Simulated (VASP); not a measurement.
Au: single point with PBE

The system is Au.

```
CELL_PARAMETERS angstrom
-1.45801 1.45801 1.45801
1.45801 -1.45801 1.45801
1.45801 1.45801 -1.45801
ATOMIC_POSITIONS crystal
Au 0.00000 0.00000 0.00000
```

- Program: VASP 6.6.1
- Task: single point
- Functional: PBE
- Potentials or basis: VASP PAW PBE potentials, release 64 (Au)
- Cutoff: 520 eV
- k mesh: 18 × 18 × 18
- Occupations: fermi-dirac, width 0.1 eV
- Spin: no spin polarisation

The pressure is 149.9 GPa.

Levels at points of the mesh, in eV from the Fermi level:
```csv
k point,band 3,band 4,band 5,band 6,band 7,band 8,band 9,band 10
"(0.00, 0.00, 0.00)",-7.25,-7.25,-4.08,-4.08,15.83,15.83,15.83,28.59
"(0.50, 0.00, 0.00)",-4.24,-3.61,-2.26,-1.25,5.87,11.86,16.22,24.16
"(0.50, 0.50, 0.50)",-1.96,-1.96,-1.96,6.51,6.51,6.51,14.13,20.22
```

Run time: 16 s on 1 thread of Intel(R) Xeon(R) Platinum 8488C (Sapphire Rapids), with other jobs on the host, peak memory 0.15 GiB.

Caveat: spin-orbit coupling is left out, which moves the levels of the heavy elements.
